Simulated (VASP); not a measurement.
The system is SiNi (WC type).

```xyz
2
Lattice="2.4875 0.0000 0.0000 -1.2438 2.1543 0.0000 0.0000 0.0000 3.5096" Properties=species:S:1:pos:R:3 pbc="T T T"
Ni    0.0000    0.0000    0.0000
Si    0.0000    1.4362    1.7548
```

Base run:

```yaml
Program: VASP 6.6.1
Functional: PBE
Potentials_or_basis: VASP PAW PBE potentials, release 64 (Ni, Si)
Cutoff: 520 eV
k_mesh: 16 × 16 × 14
Occupations: fermi-dirac, width 0.08 eV
Spin: no spin polarisation
```

Its results: band gap on the k mesh zero (band 7 reaches 15.86 eV, above the bottom of band 8 at 14.42 eV); pressure 60.9 GPa.

**Question.** The run is repeated on the same cell with these changes: potentials or basis from VASP PAW PBE potentials, release 64 (Ni, Si) to VASP PAW PBE potentials, release 64 (Ni_sv_GW, Si); cutoff from 520 eV to 590 eV; further incar settings from ALGO = Normal; EDIFF = 1e-06; NBANDS = 14 to ALGO = Normal; EDIFF = 1e-06; NBANDS = 18; valence electrons from 14 to 22. What comes out?

**Answer.** Band gap on the k mesh zero (band 11 reaches 14.96 eV, above the bottom of band 12 at 13.51 eV); pressure 58.4 GPa.
